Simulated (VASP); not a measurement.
# SiO2 (P4_12_12) in VASP: relaxation of the atoms with PBE

Aim: the relaxation of the atoms of SiO2 with PBE.

Program: VASP 6.6.1. These are calculated values, not measurements. Logs are shortened: lines on timing, memory, paths and dates and some standing lists are left out, and cuts for length are marked.

## (1) The cell of the first run

Symmetry: P4_12_12, No. 92, tetragonal system. Conventional cell: a = 4.989 Å, b = 4.989 Å, c = 6.991 Å, α = 90.00°, β = 90.00°, γ = 90.00°. Within 2.1 Å of Si (site symmetry 2) lie 4 O at 1.60 to 1.61 Å. Within 2.1 Å of O (site symmetry 1) lie 2 Si at 1.60 to 1.61 Å.

## (2) Relaxation of the atoms, PBE

Input file INCAR:

```
SYSTEM = SiO2
PREC = Accurate
ENCUT = 520
EDIFF = 1E-7
ISMEAR = -1
SIGMA = 0.02
LREAL = .False.
LASPH = .True.
NELM = 100
ALGO = Normal
ISIF = 2
LWAVE = .False.
LCHARG = .False.
GGA = PE
IBRION = 2
NSW = 80
EDIFFG = -0.02
```

Input file KPOINTS:

```
regular mesh
0
Gamma
  4 4 3
  0 0 0
```

Input file POSCAR:

```
SiO2
1.0
    4.9890000000      0.0000000000      0.0000000000
    0.0000000000      4.9890000000      0.0000000000
    0.0000000000      0.0000000000      6.9910000000
Si O
4 8
Direct
    0.2976700000      0.2976700000      0.0000000000
    0.2023300000      0.7976700000      0.2500000000
    0.7023300000      0.7023300000      0.5000000000
    0.7976700000      0.2023300000      0.7500000000
    0.2410200000      0.0999400000      0.1760200000
    0.4000600000      0.7410200000      0.4260200000
    0.7589800000      0.9000600000      0.6760200000
    0.5999400000      0.2589800000      0.9260200000
    0.7410200000      0.4000600000      0.5739800000
    0.9000600000      0.7589800000      0.3239800000
    0.2589800000      0.5999400000      0.0739800000
    0.0999400000      0.2410200000      0.8239800000
```

Potentials or basis: VASP PAW PBE potentials, release 64 (Si, O).

Run with:

```bash
> cat potpaw_PBE.64/Si/POTCAR potpaw_PBE.64/O/POTCAR > POTCAR
> mpirun -np 1 vasp_std > vasp.out
```

OUTCAR:

```text
SYSTEM = SiO2
   PREC = Accurate
   ENCUT = 520
   EDIFF = 1E-7
   ISMEAR = -1
   LREAL = .False.
   LASPH = .True.
   NELM = 100
   ISIF = 2
   GGA = PE
   IBRION = 2
   NSW = 80
   EDIFFG = -0.02

 ion  position               nearest neighbor table
   1  0.298  0.298  0.000-   5 1.60  12 1.60  11 1.61   8 1.61   2 3.08   4 3.08   2 3.08   4 3.08

   2  0.202  0.798  0.250-   6 1.60  11 1.60  10 1.61   5 1.61   1 3.08   3 3.08   1 3.08   3 3.08

   3  0.702  0.702  0.500-   7 1.60  10 1.60   9 1.61   6 1.61   2 3.08   4 3.08   4 3.08   2 3.08

   4  0.798  0.202  0.750-   8 1.60   9 1.60   7 1.61  12 1.61   1 3.08   3 3.08   3 3.08   1 3.08

   5  0.241  0.100  0.176-   1 1.60   2 1.61
   6  0.400  0.741  0.426-   2 1.60   3 1.61
   7  0.759  0.900  0.676-   3 1.60   4 1.61
   8  0.600  0.259  0.926-   4 1.60   1 1.61
   9  0.741  0.400  0.574-   4 1.60   3 1.61
  10  0.900  0.759  0.324-   3 1.60   2 1.61
  11  0.259  0.600  0.074-   2 1.60   1 1.61
  12  0.100  0.241  0.824-   1 1.60   4 1.61

  LATTYP: Found a simple tetragonal cell.
 ALAT       =     4.9890000000
 C/A-ratio  =     1.4012828222

  Lattice vectors:

 A1 = (   4.9890000000,   0.0000000000,   0.0000000000)
 A2 = (   0.0000000000,   4.9890000000,   0.0000000000)
 A3 = (   0.0000000000,   0.0000000000,   6.9910000000)

Analysis of symmetry for initial positions (statically):
=====================================================================
 Subroutine PRICEL returns:
 Original cell was already a primitive cell.

 Routine SETGRP: Setting up the symmetry group for a
 simple tetragonal supercell.

 Subroutine GETGRP returns: Found  8 space group operations
 (whereof  2 operations were pure point group operations)
 out of a pool of 16 trial point group operations.

The static configuration has the point symmetry C_2 .
 The point group associated with its full space group is D_4 .

Analysis of symmetry for dynamics (positions and initial velocities):
=====================================================================
 Subroutine PRICEL returns:
 Original cell was already a primitive cell.

 Routine SETGRP: Setting up the symmetry group for a
 simple tetragonal supercell.

 Subroutine GETGRP returns: Found  8 space group operations
 (whereof  2 operations were pure point group operations)
 out of a pool of 16 trial point group operations.

The dynamic configuration has the point symmetry C_2 .
 The point group associated with its full space group is D_4 .

 Subroutine INISYM returns: Found  8 space group operations
 (whereof  2 operations are pure point group operations),
 and found     1 'primitive' translations

----------------------------------------------------------------------------------------

                                     Primitive cell

  volume of cell :     174.0068

  direct lattice vectors                    reciprocal lattice vectors
     4.989000000  0.000000000  0.000000000     0.200440970  0.000000000  0.000000000
     0.000000000  4.989000000  0.000000000     0.000000000  0.200440970  0.000000000
     0.000000000  0.000000000  6.991000000     0.000000000  0.000000000  0.143041053

  length of vectors
     4.989000000  4.989000000  6.991000000     0.200440970  0.200440970  0.143041053

  position of ions in fractional coordinates (direct lattice)
     0.297670000  0.297670000  0.000000000
     0.202330000  0.797670000  0.250000000
     0.702330000  0.702330000  0.500000000
     0.797670000  0.202330000  0.750000000
     0.241020000  0.099940000  0.176020000
     0.400060000  0.741020000  0.426020000
     0.758980000  0.900060000  0.676020000
     0.599940000  0.258980000  0.926020000
     0.741020000  0.400060000  0.573980000
     0.900060000  0.758980000  0.323980000
     0.258980000  0.599940000  0.073980000
     0.099940000  0.241020000  0.823980000

  ion indices of the primitive-cell ions
   primitive index   ion index
                 1           1
                 2           2
                 3           3
                 4           4
                 5           5
                 6           6
                 7           7
                 8           8
                 9           9
                10          10
                11          11
                12          12

----------------------------------------------------------------------------------------

 KPOINTS: regular mesh

Automatic generation of k-mesh.
 Grid dimensions read from file:
 generate k-points for:    4    4    3

 Generating k-lattice:

  Cartesian coordinates                     Fractional coordinates (reciprocal lattice)
     0.050110243  0.000000000  0.000000000     0.250000000  0.000000000  0.000000000
     0.000000000  0.050110243  0.000000000     0.000000000  0.250000000  0.000000000
     0.000000000  0.000000000  0.047680351     0.000000000  0.000000000  0.333333333

  Length of vectors
     0.050110243  0.050110243  0.047680351

  Shift w.r.t. Gamma in fractional coordinates (k-lattice)
     0.000000000  0.000000000  0.000000000

 Subroutine IBZKPT returns following result:
 ===========================================

 Found     12 irreducible k-points:

 Following reciprocal coordinates:
            Coordinates               Weight
  0.000000  0.000000  0.000000      1.000000
  0.250000  0.000000  0.000000      4.000000
  0.500000  0.000000  0.000000      2.000000
  0.250000  0.250000  0.000000      4.000000
  0.500000  0.250000  0.000000      4.000000
  0.500000  0.500000  0.000000      1.000000
  0.000000  0.000000  0.333333      2.000000
  0.250000  0.000000  0.333333      8.000000
  0.500000  0.000000  0.333333      4.000000
  0.250000  0.250000  0.333333      8.000000
  0.500000  0.250000  0.333333      8.000000
  0.500000  0.500000  0.333333      2.000000
   k-points           NKPTS =     12   k-points in BZ     NKDIM =     12   number of bands    NBANDS=     39
   number of dos      NEDOS =    301   number of ions     NIONS =     12
   total plane-waves  NPLWV =  86400
   dimension x,y,z NGX =    40 NGY =   40 NGZ =   54
   dimension x,y,z NGXF=    80 NGYF=   80 NGZF=  108
   ions per type =               4   8
   NGX,Y,Z   is equivalent  to a cutoff of  13.33, 13.33, 12.84 a.u.
   NGXF,Y,Z  is equivalent  to a cutoff of  26.66, 26.66, 25.68 a.u.
 SYSTEM =  SiO2
   PREC   = accura    normal or accurate (medium, high low for compatibility)
   ISTART =      0    job   : 0-new  1-cont  2-samecut
   ICHARG =      2    charge: 1-file 2-atom 10-const
   ISPIN  =      1    spin polarized calculation?
   LNONCOLLINEAR =      F non collinear calculations
   LSORBIT =      F    spin-orbit coupling
   LASPH  =      T    aspherical Exc in radial PAW
   ENCUT  =  520.0 eV  38.22 Ry    6.18 a.u.   9.28  9.28 13.00*2*pi/ulx,y,z
   NELM   =    100;   NELMIN=  2; NELMDL= -5     # of ELM steps
   EDIFF  = 0.1E-06   stopping-criterion for ELM
   LREAL  =      F    real-space projection
   EDIFFG = -.2E-01   stopping-criterion for IOM
   NSW    =     80    number of steps for IOM
   IBRION =      2    ionic relax: 0-MD 1-quasi-New 2-CG
   NFREE  =      1    steps in history (QN), initial steepest desc. (CG)
   ISIF   =      2    stress and relaxation
   ISYM   =      2    0-nonsym 1-usesym 2-fastsym
   POTIM  = 0.5000    time-step for ionic-motion
   TEBEG  =    0.0;   TEEND  =   0.0 temperature during run
   PSTRESS=    0.0 pullay stress
   NELECT =      64.0000    total number of electrons
   NUPDOWN=      -1.0000    fix difference up-down
   EMIN   =  10.00;   EMAX   =-10.00  energy-range for DOS
   EFERMI =   0.00;   METHOD = LEGACY
   ISMEAR =    -1;   SIGMA  =   0.02  broadening in eV -4-tet -1-fermi 0-gaus
   EFERMI_NEDOS =   21; number of points for ismear=-14 and -15
   IALGO  =     38    algorithm
   IMIX   =      4    mixing-type and parameters
     AMIX     =   0.40;   BMIX     =  1.00
     AMIX_MAG =   1.60;   BMIX_MAG =  1.00
  volume/ion in A,a.u.               =      14.50        97.85
  Fermi-wavevector in a.u.,A,eV,Ry     =   1.172950  2.216554 18.719045  1.375811
  Thomas-Fermi vector in A             =   2.309370
   LORBIT       =      0    0 simple, 1 ext, 2 COOP (PROOUT), +10 PAW based schemes
   GGA     = PE    functional components
   LHFCALC =     F    Hartree Fock is set to
   AEXX    =    0.0000 exact exchange contribution
   IVDW    =     0    specifies the selected vdW correction
   LEPSILON=     F    determine dielectric tensor
   LRPA    =     F    only Hartree local field effects (RPA)
 conjugate gradient relaxation of ions
 non-spin polarized calculation
  energy-cutoff  :      520.00
  volume of cell :      174.01
 maximum number of plane-waves:      4702
 NGX is ok and might be reduce to    40
   NGX = 19   NGY = 19   NGZ = 25

--------------------------------------- Ionic step        1  -------------------------------------------

 number of electron      64.0000017 magnetization

 Free energy of the ion-electron system (eV)
  ---------------------------------------------------
  ext. energy  EPLUGINS =         0.00000000
  ---------------------------------------------------
  free energy    TOTEN  =       -94.78223464 eV

  energy without entropy =      -94.78223464  energy(sigma->0) =      -94.78223464

------------------------ aborting loop because EDIFF is reached ----------------------------------------

  FORCE on cell =-STRESS in cart. coord.  units (eV):
  Direction    XX          YY          ZZ          XY          YZ          ZX
  --------------------------------------------------------------------------------------
  -------------------------------------------------------------------------------------
  Total        7.4143784      7.4143784      7.9655993      0.0000000      0.0000000      0.0000000
  in kB       68.2682893     68.2682893     73.3436853      0.0000000      0.0000000      0.0000000
  external PRESSURE =      69.9600880 kB  Pullay stress =       0.0000000 kB
[... 119 lines left out ...]
  FREE ENERGIE OF THE ION-ELECTRON SYSTEM (eV)
  ---------------------------------------------------
  free  energy   TOTEN  =       -94.8248595514 eV

  energy  without entropy=      -94.8248595514  energy(sigma->0) =      -94.82485955

[... ionic steps 4 to 16 ...]

--------------------------------------- Ionic step       17  -------------------------------------------

 number of electron      63.9999981 magnetization

------------------------ aborting loop because EDIFF is reached ----------------------------------------

  FORCE on cell =-STRESS in cart. coord.  units (eV):
  Direction    XX          YY          ZZ          XY          YZ          ZX
  --------------------------------------------------------------------------------------
  -------------------------------------------------------------------------------------
  Total        1.3317389      1.3317389      0.8052523      0.0000000      0.0000000      0.0000000
  in kB       12.2620575     12.2620575      7.4144037      0.0000000      0.0000000      0.0000000
  external PRESSURE =      10.6461729 kB  Pullay stress =       0.0000000 kB
[... 77 lines left out ...]
  energy  without entropy=      -94.9091435845  energy(sigma->0) =      -94.90914358

--------------------------------------- Ionic step       19  -------------------------------------------

 number of electron      63.9999981 magnetization

 Free energy of the ion-electron system (eV)
  ---------------------------------------------------
  ext. energy  EPLUGINS =         0.00000000
  ---------------------------------------------------
  free energy    TOTEN  =       -94.90921772 eV

  energy without entropy =      -94.90921772  energy(sigma->0) =      -94.90921772

 E-fermi :   0.4644     XC(G=0):  -8.3976

 val. band max:        0.0380218297   @ k =   0.0000   0.0000   0.0000
 cond. band min:       5.6418790081   @ k =   0.0000   0.0000   0.0000
 fundamental gap:      5.6038571784
 Fermi energy:         0.4644185469

 k-point     1 :       0.0000    0.0000    0.0000
  band No.  band energies     occupation
      1     -19.3036      2.00000
      2     -18.4264      2.00000
      3     -18.4264      2.00000
      4     -17.3065      2.00000
      5     -17.2343      2.00000
      6     -17.2332      2.00000
[... 532 lines left out ...]
  FREE ENERGIE OF THE ION-ELECTRON SYSTEM (eV)
  ---------------------------------------------------
  free  energy   TOTEN  =       -94.9092177227 eV

  energy  without entropy=      -94.9092177226  energy(sigma->0) =      -94.90921772

 reached required accuracy - stopping structural energy minimisation
```

Wall time 8 min (1 thread of Intel Xeon 6975P-C (Granite Rapids), shared host); peak memory 0.31 GiB.

Results:

| Item | Value |
| --- | --- |
| Free energy | -94.9092 eV |
| Energy gained by relaxing | 10.6 meV/atom |
| Ionic steps | 19 |
| Pressure after relaxing | 1.1 GPa |
| Largest force after relaxing | 0.019 eV/Å |
| Band gap on the k mesh | 5.60 eV |

Forces on the atoms (eV/Å):
```
Si   0.014  0.014  0.000
Si  -0.014  0.014  0.000
Si  -0.014 -0.014  0.000
Si   0.014 -0.014  0.000
O   -0.002  0.000 -0.002
O    0.000 -0.002 -0.002
O    0.002  0.000 -0.002
O    0.000  0.002 -0.002
O   -0.002  0.000  0.002
O    0.000  0.002  0.002
O    0.002  0.000  0.002
O    0.000 -0.002  0.002
```

Step by step:
```tsv
step	energy change (eV)	largest force (eV/Å)	pressure (GPa)
1	0.0000	0.4482	7.00
2	-0.0424	0.5530	5.46
3	-0.0426	0.5904	5.35
4	-0.0652	0.4804	4.69
5	-0.0983	0.1777	2.71
6	-0.0988	0.1917	2.43
7	-0.1023	0.2018	2.41
8	-0.1104	0.2313	2.34
9	-0.1169	0.2893	2.19
10	-0.1196	0.2106	2.13
11	-0.1232	0.0795	1.98
12	-0.1236	0.0752	1.93
13	-0.1246	0.0626	1.79
14	-0.1260	0.0406	1.51
15	-0.1267	0.0438	0.94
16	-0.1268	0.0344	1.10
17	-0.1268	0.0537	1.06
18	-0.1269	0.0261	1.08
19	-0.1270	0.0191	1.08
```

Final structure:
```xyz
12
Lattice="4.9890 0.0000 0.0000 0.0000 4.9890 0.0000 0.0000 0.0000 6.9910" Properties=species:S:1:pos:R:3 pbc="T T T"
Si    1.5112    1.5112    0.0000
Si    0.9833    4.0057    1.7477
Si    3.4778    3.4778    3.4955
Si    4.0057    0.9833    5.2432
O     1.1866    0.5585    1.2764
O     1.9360    3.6811    3.0242
O     3.8024    4.4305    4.7719
O     3.0530    1.3079    6.5197
O     3.6811    1.9360    3.9668
O     4.4305    3.8024    2.2191
O     1.3079    3.0530    0.4713
O     0.5585    1.1866    5.7146
```

Levels at points of the mesh, in eV from the valence-band top:
```
           k point  band 28  band 29  band 30  band 31  band 32  band 33  band 34  band 35  band 36  band 37
(0.00, 0.00, 0.00)    -1.24    -0.65    -0.32    -0.32     0.00     5.60     8.74     8.74     9.11     9.11
(0.50, 0.00, 0.00)    -0.98    -0.63    -0.63    -0.48    -0.48     7.63     7.63     9.20     9.20     9.67
(0.50, 0.50, 0.00)    -1.27    -0.57    -0.57    -0.52    -0.52     8.61     8.61     8.68     8.68     9.67
```
